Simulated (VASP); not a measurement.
# Li2O (Fm-3m) in VASP: a series of runs

Runs on Li2O. Level: PBE. Tasks: single point.

Program: VASP 6.6.1. These are calculated values, not measurements. Logs are shortened: lines on timing, memory, paths and dates and some standing lists are left out, and cuts for length are marked.

## (1) The cell of the first run

It takes space group Fm-3m (No. 225, cubic). The conventional cell has a = 4.493 Å, b = 4.493 Å, c = 4.493 Å, α = 90.00°, β = 90.00°, γ = 90.00°. Li (site symmetry -43m) has 4 O at 1.95 Å and 6 Li at 2.25 Å within 2.6 Å. Within 2.6 Å of O (site symmetry m-3m) lie 8 Li at 1.95 Å.

## (2) Single point, PBE (strained)

Contents of INCAR:

```
ALGO = Normal ; EDIFF = 1E-6
ENCUT = 750 ; GGA = PE
GGA_COMPAT = F ; ISIF = 2
ISMEAR = 0 ; LASPH = T
LCHARG = T ; LELF = T
LREAL = F ; LVHAR = T
LWAVE = F ; NBANDS = 13
NELM = 120 ; PREC = Accurate
SIGMA = 0.02
```

Contents of KPOINTS:

```
k-points
0
Gamma
  8 8 8
```

Contents of POSCAR:

```
Li2O
1.0
    0.0000000000      2.2466123150      2.2466123150
    2.2466123150      0.0000000000      2.2466123150
    2.2466123150      2.2466123150      0.0000000000
Li O
2 1
Direct
    0.2500000000      0.2500000000      0.2500000000
    0.7500000000      0.7500000000      0.7500000000
    0.0000000000      0.0000000000      0.0000000000
```

Potentials or basis: VASP PAW PBE potentials, release 64 (Li_sv, O).

On the command line:

```bash
cat potpaw_PBE.64/Li_sv/POTCAR potpaw_PBE.64/O/POTCAR > POTCAR
mpirun -np 1 vasp_std > vasp.out
```

OUTCAR:

```text
EDIFF = 1E-6
   ENCUT = 750
   GGA = PE
   ISIF = 2
   ISMEAR = 0
   LASPH = T
   LREAL = F
   NELM = 120
   PREC = Accurate

 ion  position               nearest neighbor table
   1  0.250  0.250  0.250-   3 1.95   3 1.95   3 1.95   3 1.95   2 2.25   2 2.25   2 2.25   2 2.25
                             2 2.25   2 2.25
   2  0.750  0.750  0.750-   3 1.95   3 1.95   3 1.95   3 1.95   1 2.25   1 2.25   1 2.25   1 2.25
                             1 2.25   1 2.25
   3  0.000  0.000  0.000-   2 1.95   2 1.95   2 1.95   1 1.95   2 1.95   1 1.95   1 1.95   1 1.95

  LATTYP: Found a face centered cubic cell.
 ALAT       =     4.4932246300

  Lattice vectors:

 A1 = (   0.0000000000,   2.2466123150,   2.2466123150)
 A2 = (   2.2466123150,   0.0000000000,   2.2466123150)
 A3 = (   2.2466123150,   2.2466123150,   0.0000000000)

Analysis of symmetry for initial positions (statically):
=====================================================================
 Subroutine PRICEL returns:
 Original cell was already a primitive cell.

 Routine SETGRP: Setting up the symmetry group for a
 face centered cubic supercell.

 Subroutine GETGRP returns: Found 48 space group operations
 (whereof 48 operations were pure point group operations)
 out of a pool of 48 trial point group operations.

The static configuration has the point symmetry O_h .

Analysis of symmetry for dynamics (positions and initial velocities):
=====================================================================
 Subroutine PRICEL returns:
 Original cell was already a primitive cell.

 Routine SETGRP: Setting up the symmetry group for a
 face centered cubic supercell.

 Subroutine GETGRP returns: Found 48 space group operations
 (whereof 48 operations were pure point group operations)
 out of a pool of 48 trial point group operations.

The dynamic configuration has the point symmetry O_h .

 Subroutine INISYM returns: Found 48 space group operations
 (whereof 48 operations are pure point group operations),
 and found     1 'primitive' translations

----------------------------------------------------------------------------------------

                                     Primitive cell

  volume of cell :      22.6785

  direct lattice vectors                    reciprocal lattice vectors
     0.000000000  2.246612315  2.246612315    -0.222557313  0.222557313  0.222557313
     2.246612315  0.000000000  2.246612315     0.222557313 -0.222557313  0.222557313
     2.246612315  2.246612315  0.000000000     0.222557313  0.222557313 -0.222557313

  length of vectors
     3.177189605  3.177189605  3.177189605     0.385480574  0.385480574  0.385480574

  position of ions in fractional coordinates (direct lattice)
     0.250000000  0.250000000  0.250000000
     0.750000000  0.750000000  0.750000000
     0.000000000  0.000000000  0.000000000

  ion indices of the primitive-cell ions
   primitive index   ion index
                 1           1
                 2           2
                 3           3

----------------------------------------------------------------------------------------

 KPOINTS: k-points

Automatic generation of k-mesh.
 Grid dimensions read from file:
 generate k-points for:    8    8    8

 Generating k-lattice:

  Cartesian coordinates                     Fractional coordinates (reciprocal lattice)
    -0.027819664  0.027819664  0.027819664     0.125000000  0.000000000  0.000000000
     0.027819664 -0.027819664  0.027819664     0.000000000  0.125000000  0.000000000
     0.027819664  0.027819664 -0.027819664     0.000000000  0.000000000  0.125000000

  Length of vectors
     0.048185072  0.048185072  0.048185072

  Shift w.r.t. Gamma in fractional coordinates (k-lattice)
     0.000000000  0.000000000  0.000000000

 Subroutine IBZKPT returns following result:
 ===========================================

 Found     29 irreducible k-points:

 Following reciprocal coordinates:
            Coordinates               Weight
  0.000000  0.000000  0.000000      1.000000
  0.125000  0.000000  0.000000      8.000000
  0.250000  0.000000  0.000000      8.000000
  0.375000  0.000000  0.000000      8.000000
  0.500000  0.000000  0.000000      4.000000
  0.125000  0.125000  0.000000      6.000000
[... 16 lines left out ...]
  0.500000  0.250000  0.125000     48.000000
 -0.375000  0.250000  0.125000     24.000000
 [... further k-points ...]
   k-points           NKPTS =     29   k-points in BZ     NKDIM =     29   number of bands    NBANDS=     13
   number of dos      NEDOS =    301   number of ions     NIONS =      3
   total plane-waves  NPLWV =  21952
   dimension x,y,z NGX =    28 NGY =   28 NGZ =   28
   dimension x,y,z NGXF=    56 NGYF=   56 NGZF=   56
   ions per type =               2   1
   NGX,Y,Z   is equivalent  to a cutoff of  14.65, 14.65, 14.65 a.u.
   NGXF,Y,Z  is equivalent  to a cutoff of  29.30, 29.30, 29.30 a.u.
 SYSTEM =  unknown system
   PREC   = accura    normal or accurate (medium, high low for compatibility)
   ISTART =      0    job   : 0-new  1-cont  2-samecut
   ICHARG =      2    charge: 1-file 2-atom 10-const
   ISPIN  =      1    spin polarized calculation?
   LNONCOLLINEAR =      F non collinear calculations
   LSORBIT =      F    spin-orbit coupling
   LASPH  =      T    aspherical Exc in radial PAW
   ENCUT  =  750.0 eV  55.12 Ry    7.42 a.u.   7.09  7.09  7.09*2*pi/ulx,y,z
   NELM   =    120;   NELMIN=  2; NELMDL= -5     # of ELM steps
   EDIFF  = 0.1E-05   stopping-criterion for ELM
   LREAL  =      F    real-space projection
   EDIFFG = 0.1E-04   stopping-criterion for IOM
   NSW    =      0    number of steps for IOM
   IBRION =     -1    ionic relax: 0-MD 1-quasi-New 2-CG
   NFREE  =      0    steps in history (QN), initial steepest desc. (CG)
   ISIF   =      2    stress and relaxation
   ISYM   =      2    0-nonsym 1-usesym 2-fastsym
   POTIM  = 0.5000    time-step for ionic-motion
   TEBEG  =    0.0;   TEEND  =   0.0 temperature during run
   PSTRESS=    0.0 pullay stress
   NELECT =      12.0000    total number of electrons
   NUPDOWN=      -1.0000    fix difference up-down
   EMIN   =  10.00;   EMAX   =-10.00  energy-range for DOS
   EFERMI =   0.00;   METHOD = LEGACY
   ISMEAR =     0;   SIGMA  =   0.02  broadening in eV -4-tet -1-fermi 0-gaus
   EFERMI_NEDOS =   21; number of points for ismear=-14 and -15
   IALGO  =     38    algorithm
   IMIX   =      4    mixing-type and parameters
     AMIX     =   0.40;   BMIX     =  1.00
     AMIX_MAG =   1.60;   BMIX_MAG =  1.00
  volume/ion in A,a.u.               =       7.56        51.01
  Fermi-wavevector in a.u.,A,eV,Ry     =   1.324129  2.502242 23.855351  1.753319
  Thomas-Fermi vector in A             =   2.453687
   LORBIT       =      0    0 simple, 1 ext, 2 COOP (PROOUT), +10 PAW based schemes
   GGA     = PE    functional components
   LHFCALC =     F    Hartree Fock is set to
   AEXX    =    0.0000 exact exchange contribution
   IVDW    =     0    specifies the selected vdW correction
   LEPSILON=     F    determine dielectric tensor
   LRPA    =     F    only Hartree local field effects (RPA)
 non-spin polarized calculation
 Gauss-broadening in eV      SIGMA  =   0.02
  energy-cutoff  :      750.00
  volume of cell :       22.68
 maximum number of plane-waves:      1067
   NGX = 15   NGY = 15   NGZ = 15

 number of electron      12.0000004 magnetization

 Free energy of the ion-electron system (eV)
  ---------------------------------------------------
  ext. energy  EPLUGINS =         0.00000000
  ---------------------------------------------------
  free energy    TOTEN  =       -14.30443935 eV

  energy without entropy =      -14.30443935  energy(sigma->0) =      -14.30443935

 E-fermi :   1.8982     XC(G=0): -10.1075

 val. band max:        1.7939343582   @ k =   0.0000   0.0000   0.0000
 cond. band min:       6.9315241904   @ k =   0.5000   0.5000   0.0000
 fundamental gap:      5.1375898322
 Fermi energy:         1.8981790133

 k-point     1 :       0.0000    0.0000    0.0000
  band No.  band energies     occupation
      1     -41.0463      2.00000
      2     -40.6180      2.00000
      3     -13.7920      2.00000
      4       1.7939      2.00000
      5       1.7939      2.00000
      6       1.7939      2.00000
      7       7.6978      0.00000
      8      14.2160      0.00000
      9      14.2160      0.00000
     10      14.2160      0.00000
     11      21.6881      0.00000
     12      21.6881      0.00000
     13      21.6881      0.00000

 k-point     2 :       0.1250    0.0000    0.0000
  band No.  band energies     occupation
      1     -41.0271      2.00000
      2     -40.6316      2.00000
      3     -13.7611      2.00000
      4       1.2526      2.00000
      5       1.7142      2.00000
      6       1.7142      2.00000
      7       8.1052      0.00000
      8      14.2897      0.00000
      9      14.4515      0.00000
     10      14.4515      0.00000
     11      20.2241      0.00000
     12      20.2241      0.00000
     13      22.2845      0.00000

 k-point     3 :       0.2500    0.0000    0.0000
  band No.  band energies     occupation
      1     -40.9739      2.00000
      2     -40.6717      2.00000
      3     -13.6823      2.00000
      4       0.1352      2.00000
      5       1.5333      2.00000
      6       1.5333      2.00000
      7       9.0992      0.00000
      8      14.1816      0.00000
      9      14.7250      0.00000
     10      14.7250      0.00000
     11      19.3540      0.00000
     12      19.3540      0.00000
     13      23.7452      0.00000
[... 305 lines left out ...]
 k-point    23 :       0.5000    0.2500    0.1250
  band No.  band energies     occupation
      1     -40.8776      2.00000
      2     -40.7467      2.00000
      3     -13.5596      2.00000
      4      -0.5898      2.00000
      5       0.6765      2.00000
      6       1.0923      2.00000
      7       9.6945      0.00000
      8      13.2233      0.00000
      9      15.6083      0.00000
     10      16.0800      0.00000
     11      18.3568      0.00000
     12      22.1488      0.00000
     13      25.5201      0.00000

 k-point    24 :      -0.3750    0.2500    0.1250
  band No.  band energies     occupation
      1     -40.8103      2.00000
      2     -40.8094      2.00000
      3     -13.5298      2.00000
      4      -0.8588      2.00000
      5       0.7134      2.00000
      6       0.9054      2.00000
      7      10.1259      0.00000
      8      12.8102      0.00000
      9      15.5437      0.00000
     10      16.0158      0.00000
     11      20.2949      0.00000
     12      20.6187      0.00000
     13      26.0920      0.00000

 [... further k-points ...]

------------------------ aborting loop because EDIFF is reached ----------------------------------------

  FORCE on cell =-STRESS in cart. coord.  units (eV):
  Direction    XX          YY          ZZ          XY          YZ          ZX
  --------------------------------------------------------------------------------------
  -------------------------------------------------------------------------------------
  Total        1.1367217      1.1367217      1.1367217      0.0000000      0.0000000      0.0000000
  in kB       80.3064304     80.3064304     80.3064304      0.0000000      0.0000000      0.0000000
  external PRESSURE =      80.3064304 kB  Pullay stress =       0.0000000 kB

 VOLUME and BASIS-vectors are now :
 -----------------------------------------------------------------------------
  energy-cutoff  :      750.00
  volume of cell :       22.68
      direct lattice vectors                 reciprocal lattice vectors
     0.000000000  2.246612315  2.246612315    -0.222557313  0.222557313  0.222557313
     2.246612315  0.000000000  2.246612315     0.222557313 -0.222557313  0.222557313
     2.246612315  2.246612315  0.000000000     0.222557313  0.222557313 -0.222557313

 POSITION                                       TOTAL-FORCE (eV/Angst)
 -----------------------------------------------------------------------------------
      1.12331      1.12331      1.12331         0.000000     -0.000000      0.000000
      3.36992      3.36992      3.36992        -0.000000      0.000000     -0.000000
      0.00000      0.00000      0.00000        -0.000000      0.000000      0.000000
 -----------------------------------------------------------------------------------
    total drift:                                0.000000      0.000000      0.000000

  FREE ENERGIE OF THE ION-ELECTRON SYSTEM (eV)
  ---------------------------------------------------
  free  energy   TOTEN  =       -14.3044393456 eV

  energy  without entropy=      -14.3044393456  energy(sigma->0) =      -14.30443935
```

Wall time 26 s (1 thread of Intel Xeon 8259CL, shared host); peak memory 0.15 GiB.

What came out:

```yaml
Free_energy: -14.3044 eV
Pressure: 8.0 GPa
Band_gap_on_the_k_mesh: 5.14 eV (least direct gap 5.90 eV)
```

Caveat: the cell differs from its parent crystal (strained); the cell stands under pressure.

## (3) Single point, PBE (strained)

Contents of INCAR:

```
PREC = Accurate
ENCUT = 750
EDIFF = 1E-6
ISMEAR = 0
SIGMA = 0.02
LREAL = False
LASPH = True
NELM = 120
ALGO = Normal
ISIF = 2
LWAVE = False
LCHARG = True
GGA = PE
LELF = True
LVHAR = True
NBANDS = 13
GGA_COMPAT = False
```

Contents of KPOINTS:

```
Automatic mesh
0
Gamma
  8 8 8
```

Contents of POSCAR:

```
Li2O
1.0
    0.0000000000      2.2705849250      2.2705849250
    2.2705849250      0.0000000000      2.2705849250
    2.2705849250      2.2705849250      0.0000000000
Li O
2 1
Direct
    0.2500000000      0.2500000000      0.2500000000
    0.7500000000      0.7500000000      0.7500000000
    0.0000000000      0.0000000000      0.0000000000
```

Potentials or basis: VASP PAW PBE potentials, release 64 (Li_sv, O).

On the command line:

```bash
cat potpaw_PBE.64/Li_sv/POTCAR potpaw_PBE.64/O/POTCAR > POTCAR
mpirun -np 1 vasp_std > vasp.out
```

Wall time 36 s (1 thread of Intel Xeon 8259CL, shared host); peak memory 0.16 GiB.

Results (log left out):

```
Free energy            : -14.3355 eV
Pressure               : 4.7 GPa
Band gap on the k mesh : 5.08 eV (least direct gap 5.66 eV)
```

Levels at points of the mesh, in eV from the valence-band top:
```
           k point  band 2  band 3  band 4  band 5  band 6  band 7  band 8  band 9  band 10  band 11
(0.00, 0.00, 0.00)  -42.50  -15.53    0.00    0.00    0.00    5.66   12.24   12.24    12.24    19.55
(0.50, 0.00, 0.00)  -42.68  -15.30   -2.90   -0.47   -0.47    9.55   10.33   12.35    12.35    18.45
(0.50, 0.50, 0.00)  -42.61  -15.26   -1.64   -1.47   -1.47    5.08   14.03   14.03    15.40    16.34
```

Caveat: the cell differs from its parent crystal (strained); the cell stands under pressure. A k mesh can miss the band edges.

## (4) Single point, PBE

This run uses another cell than the first one, of 8.21 Å³/atom.

Contents of INCAR:

```
SYSTEM = Li2O
PREC = Accurate ; ENCUT = 750
EDIFF = 1E-6 ; ISMEAR = 0
SIGMA = 0.02 ; LREAL = .False.
LASPH = .True. ; NELM = 120
ALGO = Normal ; ISIF = 2
LWAVE = .False. ; LCHARG = .False.
GGA = PE ; NBANDS = 13
GGA_COMPAT = .False.
```

Contents of KPOINTS:

```
Automatic mesh
0
Gamma
  8 8 8
  0 0 0
```

Contents of POSCAR:

```
Li2O
1.0
    0.0000000000      2.3095000000      2.3095000000
    2.3095000000      0.0000000000      2.3095000000
    2.3095000000      2.3095000000      0.0000000000
Li O
2 1
Direct
    0.2500000000      0.2500000000      0.2500000000
    0.7500000000      0.7500000000      0.7500000000
    0.0000000000      0.0000000000      0.0000000000
```

Potentials or basis: VASP PAW PBE potentials, release 64 (Li_sv, O).

On the command line:

```bash
cat potpaw_PBE.64/Li_sv/POTCAR potpaw_PBE.64/O/POTCAR > POTCAR
mpirun -np 1 vasp_std > vasp.out
```

OUTCAR:

```text
SYSTEM = Li2O
   PREC = Accurate
   ENCUT = 750
   EDIFF = 1E-6
   ISMEAR = 0
   LREAL = .False.
   LASPH = .True.
   NELM = 120
   ISIF = 2
   GGA = PE

 ion  position               nearest neighbor table
   1  0.250  0.250  0.250-   3 2.00   3 2.00   3 2.00   3 2.00   2 2.31   2 2.31   2 2.31   2 2.31
                             2 2.31   2 2.31
   2  0.750  0.750  0.750-   3 2.00   3 2.00   3 2.00   3 2.00   1 2.31   1 2.31   1 2.31   1 2.31
                             1 2.31   1 2.31
   3  0.000  0.000  0.000-   2 2.00   2 2.00   2 2.00   1 2.00   2 2.00   1 2.00   1 2.00   1 2.00

  LATTYP: Found a face centered cubic cell.
 ALAT       =     4.6190000000
[... 581 lines left out ...]
  --------------------------------------------------------------------------------------
  -------------------------------------------------------------------------------------
  Total        0.0058435      0.0058435      0.0058435     -0.0000000     -0.0000000      0.0000000
  in kB        0.3800137      0.3800137      0.3800137     -0.0000000     -0.0000000      0.0000000
  external PRESSURE =       0.3800137 kB  Pullay stress =       0.0000000 kB

 VOLUME and BASIS-vectors are now :
 -----------------------------------------------------------------------------
  energy-cutoff  :      750.00
  volume of cell :       24.64
      direct lattice vectors                 reciprocal lattice vectors
     0.000000000  2.309500000  2.309500000    -0.216497077  0.216497077  0.216497077
     2.309500000  0.000000000  2.309500000     0.216497077 -0.216497077  0.216497077
     2.309500000  2.309500000  0.000000000     0.216497077  0.216497077 -0.216497077

 POSITION                                       TOTAL-FORCE (eV/Angst)
 -----------------------------------------------------------------------------------
      1.15475      1.15475      1.15475        -0.000000     -0.000000     -0.000000
      3.46425      3.46425      3.46425         0.000000      0.000000      0.000000
      0.00000      0.00000      0.00000        -0.000000     -0.000000     -0.000000
 -----------------------------------------------------------------------------------
    total drift:                                0.000000     -0.000000      0.000000

  FREE ENERGIE OF THE ION-ELECTRON SYSTEM (eV)
  ---------------------------------------------------
  free  energy   TOTEN  =       -14.3560432729 eV

  energy  without entropy=      -14.3560432729  energy(sigma->0) =      -14.35604327
```

OSZICAR:

```text
N       E                     dE             d eps       ncg     rms          rms(c)
DAV:   1     0.594375052724E+02    0.59438E+02   -0.70595E+03   754   0.126E+03
DAV:   2    -0.998975977212E+01   -0.69427E+02   -0.65555E+02   892   0.266E+02
DAV:   3    -0.160566998341E+02   -0.60669E+01   -0.60162E+01  1392   0.570E+01
DAV:   4    -0.161297087658E+02   -0.73009E-01   -0.73002E-01   891   0.761E+00
DAV:   5    -0.161304970904E+02   -0.78832E-03   -0.78830E-03  1057   0.592E-01    0.747E+00
DAV:   6    -0.143918516088E+02    0.17386E+01   -0.83718E+00   794   0.153E+01    0.285E+00
DAV:   7    -0.143586933912E+02    0.33158E-01   -0.19009E-01   932   0.303E+00    0.150E+00
DAV:   8    -0.143577048863E+02    0.98850E-03   -0.68610E-02   937   0.258E+00    0.443E-01
DAV:   9    -0.143556575650E+02    0.20473E-02   -0.59071E-03   932   0.648E-01    0.135E-01
DAV:  10    -0.143560673397E+02   -0.40977E-03   -0.91211E-04   894   0.231E-01    0.559E-02
DAV:  11    -0.143560415557E+02    0.25784E-04   -0.47567E-05   991   0.742E-02    0.135E-02
DAV:  12    -0.143560436073E+02   -0.20517E-05   -0.62102E-06   941   0.247E-02    0.633E-03
DAV:  13    -0.143560432729E+02    0.33441E-06   -0.24529E-06   964   0.135E-02
   1 F= -.14356043E+02 E0= -.14356043E+02  d E =-.147543E-42
```

Wall time 33 s (1 thread of Intel Xeon 8259CL, shared host); peak memory 0.16 GiB.

Results:

```yaml
Free_energy: -14.3560 eV
Pressure: 0.0 GPa
Band_gap_on_the_k_mesh: 4.98 eV (least direct gap 5.27 eV)
```

Levels at points of the mesh, in eV from the valence-band top:
```
           k point  band 2  band 3  band 4  band 5  band 6  band 7  band 8  band 9  band 10  band 11
(0.00, 0.00, 0.00)  -42.65  -15.45    0.00    0.00    0.00    5.27   11.94   11.94    11.94    19.00
(0.50, 0.00, 0.00)  -42.80  -15.22   -2.77   -0.45   -0.45    9.21    9.81   12.07    12.07    17.84
(0.50, 0.50, 0.00)  -42.75  -15.18   -1.60   -1.38   -1.38    4.98   13.54   13.54    14.72    15.74
```

[end of part 1 of 2]
